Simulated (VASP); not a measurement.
# LiSi8O16 (a cell with a defect) in VASP: single point with PBE

Aim: the single point of LiSi8O16 (a cell with a defect) with PBE.

Everything below comes from runs of VASP 6.6.1. Logs are shortened: lines on timing, memory, paths and dates and some standing lists are left out, and cuts for length are marked.

### Step 1. The cell of the first run

The cell holds a defect, 25 atoms: a = 5.846 Å, b = 5.846 Å, c = 5.303 Å, α = 90.00°, β = 90.00°, γ = 90.00°.

### Step 2. Single point, PBE

The input, INCAR:

```
PREC = Accurate
ENCUT = 520
EDIFF = 1E-6
ISMEAR = 0
SIGMA = 0.02
LREAL = Auto
LASPH = True
NELM = 60
ALGO = Normal
ISIF = 2
LWAVE = False
LCHARG = False
GGA = PE
NBANDS = 84
NELECT = 130.0
```

The input, KPOINTS:

```
regular mesh
0
Gamma
  2 2 2
```

The input, POSCAR:

```
LiSi8O16
1.0
   -4.1337000000     -4.1337000000      0.0000000000
    4.1337000000     -4.1337000000      0.0000000000
    0.0000000000      0.0000000000      5.3034000000
Si O Li
8 16 1
Direct
    0.5000812831      0.4976996395      0.0067524607
    0.0028459975      0.5000956770      0.2529475431
    0.5130165469      0.5114656361      0.5006165856
   -0.0109192733      0.5130306989      0.7590834182
    0.0004510487      0.0028597866      0.0067522721
    0.4976862133      0.0004636282      0.2529475431
   -0.0124840942     -0.0109065728      0.5006162085
    0.5114519680     -0.0124716356      0.7590834182
    0.1952935627      0.4965863512     -0.0003205491
    0.0039614631      0.1953067470      0.2600209300
    0.8029734862      0.4986333067      0.0091356488
    0.0019103950      0.8029866705      0.2505637893
    0.1966911000      0.5120826378      0.5074872723
   -0.0115339768      0.1967044053      0.7522119772
    0.8075679174      0.5060378112      0.5020171965
   -0.0054928998      0.8075808598      0.7576828073
    0.6975589665      0.0019267242      0.0091358374
    0.4986221787      0.6975727556      0.2505639778
    0.3052388901      0.0039729540     -0.0003205491
    0.4965715945      0.3052526792      0.2600209300
    0.6929646564     -0.0054776592      0.5020171965
    0.5060254735      0.6929785664      0.7576829958
    0.3038414737     -0.0115232117      0.5074874609
    0.5120661877      0.3038551419      0.7522119772
    0.2502662264      0.2502792897      0.6298453822
```

Potentials or basis: VASP PAW PBE potentials, release 64 (Si, O, Li_sv).

Command:

```sh
$ cat potpaw_PBE.64/Si/POTCAR potpaw_PBE.64/O/POTCAR potpaw_PBE.64/Li_sv/POTCAR > POTCAR
$ mpirun -np 1 vasp_std > vasp.out
```

OUTCAR:

```text
PREC = Accurate
   ENCUT = 520
   EDIFF = 1E-6
   ISMEAR = 0
   LREAL = Auto
   LASPH = True
   NELM = 60
   ISIF = 2
   GGA = PE
   NELECT = 130.0

 ion  position               nearest neighbor table
   1  0.500  0.498  0.007-  18 1.74  22 1.75  20 1.75  24 1.76  11 1.77   9 1.78   3 2.62   3 2.69
                            25 2.87   4 3.15
   2  0.003  0.500  0.253-  11 1.74  15 1.75   9 1.75  13 1.76  12 1.77  10 1.78   4 2.62   4 2.69
                            25 2.87   7 3.15
   3  0.513  0.511  0.501-  18 1.72  15 1.72  22 1.73  20 1.76  24 1.80  13 1.85  25 2.27   1 2.62
                             1 2.69   8 3.10   4 3.10   6 3.15
   4  0.989  0.513  0.759-  11 1.72  16 1.72  15 1.73   9 1.76  13 1.80  14 1.85  25 2.27   2 2.62
                             2 2.69   7 3.10   3 3.10   1 3.15
   5  0.000  0.003  0.007-  12 1.74  16 1.75  10 1.75  14 1.76  17 1.77  19 1.78   7 2.62   7 2.69
                            25 2.87   8 3.15
   6  0.498  0.000  0.253-  17 1.74  21 1.75  19 1.75  23 1.76  18 1.77  20 1.78   8 2.62   8 2.69
                            25 2.87   3 3.15
   7  0.988  0.989  0.501-  12 1.72  21 1.72  16 1.73  10 1.76  14 1.80  23 1.85  25 2.27   5 2.62
                             5 2.69   4 3.10   8 3.10   2 3.15
   8  0.511  0.988  0.759-  17 1.72  22 1.72  21 1.73  19 1.76  23 1.80  24 1.85  25 2.27   6 2.62
                             6 2.69   3 3.10   7 3.10   5 3.15
   9  0.195  0.497  1.000-   2 1.75   4 1.76   1 1.78
  10  0.004  0.195  0.260-   5 1.75   7 1.76   2 1.78
  11  0.803  0.499  0.009-   4 1.72   2 1.74   1 1.77
  12  0.002  0.803  0.251-   7 1.72   5 1.74   2 1.77
  13  0.197  0.512  0.507-  25 1.69   2 1.76   4 1.80   3 1.85
  14  0.988  0.197  0.752-  25 1.69   5 1.76   7 1.80   4 1.85
  15  0.808  0.506  0.502-   3 1.72   4 1.73   2 1.75
  16  0.995  0.808  0.758-   4 1.72   7 1.73   5 1.75
  17  0.698  0.002  0.009-   8 1.72   6 1.74   5 1.77
  18  0.499  0.698  0.251-   3 1.72   1 1.74   6 1.77
  19  0.305  0.004  1.000-   6 1.75   8 1.76   5 1.78
  20  0.497  0.305  0.260-   1 1.75   3 1.76   6 1.78
  21  0.693  0.995  0.502-   7 1.72   8 1.73   6 1.75
  22  0.506  0.693  0.758-   8 1.72   3 1.73   1 1.75
  23  0.304  0.988  0.507-  25 1.69   6 1.76   8 1.80   7 1.85
  24  0.512  0.304  0.752-  25 1.69   1 1.76   3 1.80   8 1.85
  25  0.250  0.250  0.630-  23 1.69  13 1.69  24 1.69  14 1.69   7 2.27   3 2.27   8 2.27   4 2.27
                             6 2.87   2 2.87   5 2.87   1 2.87

  LATTYP: Found a simple tetragonal cell.
 ALAT       =     5.8459346028
 C/A-ratio  =     0.9071945481

  Lattice vectors:

 A1 = (  -4.1337000000,  -4.1337000000,   0.0000000000)
 A2 = (   4.1337000000,  -4.1337000000,   0.0000000000)
 A3 = (   0.0000000000,   0.0000000000,   5.3034000000)

Analysis of symmetry for initial positions (statically):
=====================================================================
 Subroutine PRICEL returns:
 Original cell was already a primitive cell.

 Routine SETGRP: Setting up the symmetry group for a
 simple tetragonal supercell.

 Subroutine GETGRP returns: Found  4 space group operations
 (whereof  1 operations were pure point group operations)
 out of a pool of 16 trial point group operations.

The static configuration has the point symmetry C_1 .
 The point group associated with its full space group is S_4 .

Analysis of symmetry for dynamics (positions and initial velocities):
=====================================================================
 Subroutine PRICEL returns:
 Original cell was already a primitive cell.

 Routine SETGRP: Setting up the symmetry group for a
 simple tetragonal supercell.

 Subroutine GETGRP returns: Found  4 space group operations
 (whereof  1 operations were pure point group operations)
 out of a pool of 16 trial point group operations.

The dynamic configuration has the point symmetry C_1 .
 The point group associated with its full space group is S_4 .

 Subroutine INISYM returns: Found  4 space group operations
 (whereof  1 operations are pure point group operations),
 and found     1 'primitive' translations

----------------------------------------------------------------------------------------

                                     Primitive cell

  volume of cell :     181.2434

  direct lattice vectors                    reciprocal lattice vectors
    -4.133700000 -4.133700000  0.000000000    -0.120957012 -0.120957012  0.000000000
     4.133700000 -4.133700000  0.000000000     0.120957012 -0.120957012  0.000000000
     0.000000000  0.000000000  5.303400000     0.000000000  0.000000000  0.188558283

  length of vectors
     5.845934603  5.845934603  5.303400000     0.171059047  0.171059047  0.188558283

  position of ions in fractional coordinates (direct lattice)
     0.500081283  0.497699639  0.006752461
     0.002845998  0.500095677  0.252947543
     0.513016547  0.511465636  0.500616586
     0.989080727  0.513030699  0.759083418
     0.000451049  0.002859787  0.006752272
     0.497686213  0.000463628  0.252947543
[... 17 lines left out ...]
     0.512066188  0.303855142  0.752211977
     0.250266226  0.250279290  0.629845382

  ion indices of the primitive-cell ions
   primitive index   ion index
                 1           1
                 2           2
                 3           3
                 4           4
                 5           5
                 6           6
[... 17 lines left out ...]
                24          24
                25          25

----------------------------------------------------------------------------------------

 KPOINTS: regular mesh

Automatic generation of k-mesh.
 Grid dimensions read from file:
 generate k-points for:    2    2    2

 Generating k-lattice:

  Cartesian coordinates                     Fractional coordinates (reciprocal lattice)
    -0.060478506 -0.060478506  0.000000000     0.500000000  0.000000000  0.000000000
     0.060478506 -0.060478506  0.000000000     0.000000000  0.500000000  0.000000000
     0.000000000  0.000000000  0.094279142     0.000000000  0.000000000  0.500000000

  Length of vectors
     0.085529523  0.085529523  0.094279142

  Shift w.r.t. Gamma in fractional coordinates (k-lattice)
     0.000000000  0.000000000  0.000000000

 Subroutine IBZKPT returns following result:
 ===========================================

 Found      6 irreducible k-points:

 Following reciprocal coordinates:
            Coordinates               Weight
  0.000000  0.000000  0.000000      1.000000
  0.500000  0.000000  0.000000      2.000000
  0.500000  0.500000  0.000000      1.000000
  0.000000  0.000000  0.500000      1.000000
  0.500000  0.000000  0.500000      2.000000
  0.500000  0.500000  0.500000      1.000000
   k-points           NKPTS =      6   k-points in BZ     NKDIM =      6   number of bands    NBANDS=     84
   number of dos      NEDOS =    301   number of ions     NIONS =     25
   total plane-waves  NPLWV =  92160
   dimension x,y,z NGX =    48 NGY =   48 NGZ =   40
   dimension x,y,z NGXF=    96 NGYF=   96 NGZF=   80
   ions per type =               8  16   1
   NGX,Y,Z   is equivalent  to a cutoff of  13.65, 13.65, 12.54 a.u.
   NGXF,Y,Z  is equivalent  to a cutoff of  27.30, 27.30, 25.08 a.u.
 SYSTEM =  unknown system
   PREC   = accura    normal or accurate (medium, high low for compatibility)
   ISTART =      0    job   : 0-new  1-cont  2-samecut
   ICHARG =      2    charge: 1-file 2-atom 10-const
   ISPIN  =      1    spin polarized calculation?
   LNONCOLLINEAR =      F non collinear calculations
   LSORBIT =      F    spin-orbit coupling
   LASPH  =      T    aspherical Exc in radial PAW
   ENCUT  =  520.0 eV  38.22 Ry    6.18 a.u.  10.87 10.87  9.86*2*pi/ulx,y,z
   NELM   =     60;   NELMIN=  2; NELMDL= -5     # of ELM steps
   EDIFF  = 0.1E-05   stopping-criterion for ELM
   LREAL  =      T    real-space projection
   EDIFFG = 0.1E-04   stopping-criterion for IOM
   NSW    =      0    number of steps for IOM
   IBRION =     -1    ionic relax: 0-MD 1-quasi-New 2-CG
   NFREE  =      0    steps in history (QN), initial steepest desc. (CG)
   ISIF   =      2    stress and relaxation
   ISYM   =      2    0-nonsym 1-usesym 2-fastsym
   POTIM  = 0.5000    time-step for ionic-motion
   TEBEG  =    0.0;   TEEND  =   0.0 temperature during run
   PSTRESS=    0.0 pullay stress
   NELECT =     130.0000    total number of electrons
   NUPDOWN=      -1.0000    fix difference up-down
   EMIN   =  10.00;   EMAX   =-10.00  energy-range for DOS
   EFERMI =   0.00;   METHOD = LEGACY
   ISMEAR =     0;   SIGMA  =   0.02  broadening in eV -4-tet -1-fermi 0-gaus
   EFERMI_NEDOS =   21; number of points for ismear=-14 and -15
   IALGO  =     38    algorithm
   IMIX   =      4    mixing-type and parameters
     AMIX     =   0.40;   BMIX     =  1.00
     AMIX_MAG =   1.60;   BMIX_MAG =  1.00
  volume/ion in A,a.u.               =       7.25        48.92
  Fermi-wavevector in a.u.,A,eV,Ry     =   1.465442  2.769283 29.218771  2.147519
  Thomas-Fermi vector in A             =   2.581298
   LORBIT       =      0    0 simple, 1 ext, 2 COOP (PROOUT), +10 PAW based schemes
   GGA     = PE    functional components
   LHFCALC =     F    Hartree Fock is set to
   AEXX    =    0.0000 exact exchange contribution
   IVDW    =     0    specifies the selected vdW correction
   LEPSILON=     F    determine dielectric tensor
   LRPA    =     F    only Hartree local field effects (RPA)
 non-spin polarized calculation
 Gauss-broadening in eV      SIGMA  =   0.02
  energy-cutoff  :      520.00
  volume of cell :      181.24
 maximum number of plane-waves:      4912
 NGX is ok and might be reduce to    48
   NGX = 21   NGY = 21   NGZ = 19

 number of electron     129.9999988 magnetization

 Free energy of the ion-electron system (eV)
  ---------------------------------------------------
  ext. energy  EPLUGINS =         0.00000000
  ---------------------------------------------------
  free energy    TOTEN  =      -196.09507638 eV

  energy without entropy =     -196.09507638  energy(sigma->0) =     -196.09507638

 E-fermi :   8.8986     XC(G=0): -12.4901

 val. band max:        8.7957535515   @ k =   0.0000   0.0000   0.0000
 cond. band min:      14.8923424555   @ k =   0.0000   0.0000   0.0000
 fundamental gap:      6.0965889040
 Fermi energy:         8.8985690175

 k-point     1 :       0.0000    0.0000    0.0000
  band No.  band energies     occupation
      1     -34.7133      2.00000
      2     -13.9381      2.00000
      3     -12.1541      2.00000
      4     -12.1541      2.00000
      5     -11.2192      2.00000
      6     -11.1840      2.00000
[... 69 lines left out ...]
     76      18.9035      0.00000
     77      19.1727      0.00000

 k-point     2 :       0.5000    0.0000    0.0000
  band No.  band energies     occupation
      1     -34.7133      2.00000
      2     -13.3994      2.00000
      3     -13.1996      2.00000
      4     -11.5924      2.00000
      5     -11.4740      2.00000
      6     -11.0361      2.00000
[... 69 lines left out ...]
     76      18.4163      0.00000
     77      18.4600      0.00000
[... 238 lines left out ...]
     76      19.7574      0.00000
     77      19.9489      0.00000

 k-point     6 :       0.5000    0.5000    0.5000
  band No.  band energies     occupation
      1     -34.7133      2.00000
      2     -12.2153      2.00000
      3     -12.0945      2.00000
      4     -12.0944      2.00000
      5     -12.0189      2.00000
      6     -11.9190      2.00000
[... 69 lines left out ...]
     76      19.5560      0.00000
     77      19.5561      0.00000
 [bands above 77 left out]

------------------------ aborting loop because EDIFF is reached ----------------------------------------

  FORCE on cell =-STRESS in cart. coord.  units (eV):
  Direction    XX          YY          ZZ          XY          YZ          ZX
  --------------------------------------------------------------------------------------
  -------------------------------------------------------------------------------------
  Total       19.6297461     19.6297461     15.6355804     -0.0000005     -0.0000000      0.0000000
  in kB      173.5253683    173.5253683    138.2172669     -0.0000044     -0.0000000      0.0000000
  external PRESSURE =     161.7560012 kB  Pullay stress =       0.0000000 kB

 VOLUME and BASIS-vectors are now :
 -----------------------------------------------------------------------------
  energy-cutoff  :      520.00
  volume of cell :      181.24
      direct lattice vectors                 reciprocal lattice vectors
    -4.133700000 -4.133700000  0.000000000    -0.120957012 -0.120957012  0.000000000
     4.133700000 -4.133700000  0.000000000     0.120957012 -0.120957012  0.000000000
     0.000000000  0.000000000  5.303400000     0.000000000  0.000000000  0.188558283

 POSITION                                       TOTAL-FORCE (eV/Angst)
 -----------------------------------------------------------------------------------
     -0.00985     -4.12453      0.03581        -0.019838     -0.014001     -0.007205
      2.05548     -2.07901      1.34148         0.014001     -0.019838      0.007205
     -0.00641     -4.23490      2.65497         0.020959     -0.019476     -0.001556
     -1.96785     -6.20928      4.02572         0.019476      0.020959      0.001556
      0.00996     -0.01369      0.03581         0.019838      0.014001     -0.007205
     -2.05537     -2.05920      1.34148        -0.014001      0.019838      0.007205
[... 17 lines left out ...]
     -0.86068     -3.37277      3.98928        -0.033442     -0.032137      0.018860
      0.00005     -2.06910      3.34032         0.000000      0.000000     -0.000000
 -----------------------------------------------------------------------------------
    total drift:                               -0.034303      0.042918     -0.414965

  FREE ENERGIE OF THE ION-ELECTRON SYSTEM (eV)
  ---------------------------------------------------
  free  energy   TOTEN  =      -196.0950763839 eV

  energy  without entropy=     -196.0950763839  energy(sigma->0) =     -196.09507638
```

It took 3.8 min on 1 thread of Oxide Virtual Turin-like, shared host; peak memory 0.28 GiB.

Results:

```
Free energy   : -196.0951 eV
Largest force : 0.050 eV/Å
```

Forces on the atoms (eV/Å):
```
Si  -0.020 -0.014 -0.007
Si   0.014 -0.020  0.007
Si   0.021 -0.019 -0.002
Si   0.019  0.021  0.002
Si   0.020  0.014 -0.007
Si  -0.014  0.020  0.007
Si  -0.021  0.019 -0.002
Si  -0.019 -0.021  0.002
O   -0.014 -0.008 -0.001
O    0.008 -0.014  0.001
O    0.009  0.009  0.013
O   -0.009  0.009 -0.013
O    0.032 -0.033 -0.019
O    0.033  0.032  0.019
O    0.007  0.014 -0.008
O   -0.014  0.007  0.008
O   -0.009 -0.009  0.013
O    0.009 -0.009 -0.013
O    0.014  0.008 -0.001
O   -0.008  0.014  0.001
O   -0.007 -0.014 -0.008
O    0.014 -0.007  0.008
O   -0.032  0.033 -0.019
O   -0.033 -0.032  0.019
Li   0.000  0.000  0.000
```

Caveat: the k points lie up to 0.59 Å⁻¹ apart; the cell carries a net charge on a neutralising background, which shifts energy and pressure; the cell is charged against a uniform background, so pressure and absolute levels hang on convention; the cutoff is under 1.25 times the usual one of these potentials, so pressure, stress and relaxed cells hold a basis-set (Pulay) error.
